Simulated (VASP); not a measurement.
Set up this calculation in VASP 6.6.1, as the native input.

* Task: single point
* Functional: PBE
* Potentials or basis: VASP PAW PBE potentials, release 64 (Sc_sv, Al)
* Cutoff: 520 eV
* k mesh: 6 × 6 × 6
* Occupations: gaussian, width 0.05 eV
* Spin: no spin polarisation
* Dipole correction: no
* Further INCAR settings: ALGO = Normal; EDIFF = 1e-06; NBANDS = 18

The structure of ScAl3 lies in POSCAR:

```
ScAl3
1.0
    4.0972235482      0.0000000000      0.0000000000
    0.0000000000      4.0972235482      0.0000000000
    0.0000000000      0.0000000000      4.0972235482
Sc Al
1 3
Direct
    0.0000000000      0.0000000000      0.0000000000
    0.5000000000      0.0000000000      0.5000000000
    0.0000000000      0.5000000000      0.5000000000
    0.5000000000      0.5000000000      0.0000000000
```

These files were run (other wordings do the same):

INCAR

```
PREC = Accurate
ENCUT = 520
EDIFF = 1E-6
ISMEAR = 0
SIGMA = 0.05
LREAL = F
LASPH = T
NELM = 100
ALGO = Normal
ISIF = 2
LWAVE = F
LCHARG = F
GGA = PE
NBANDS = 18
```

KPOINTS

```
Automatic mesh
0
Gamma
  6 6 6
```

Potentials or basis: VASP PAW PBE potentials, release 64 (Sc_sv, Al).

Command:

```bash
$ cat potpaw_PBE.64/Sc_sv/POTCAR potpaw_PBE.64/Al/POTCAR > POTCAR
$ mpirun -np 1 vasp_std > vasp.out
```

It gave:

```
Pressure               : 0.4 GPa
Band gap on the k mesh : zero (bands 10 and 11 overlap by 3.78 eV)
```

It took 31 s on 1 thread of Intel(R) Xeon(R) Platinum 8259CL CPU @ 2.50GHz (Skylake/Cascade Lake) (shared host), peak memory 0.17 GiB.
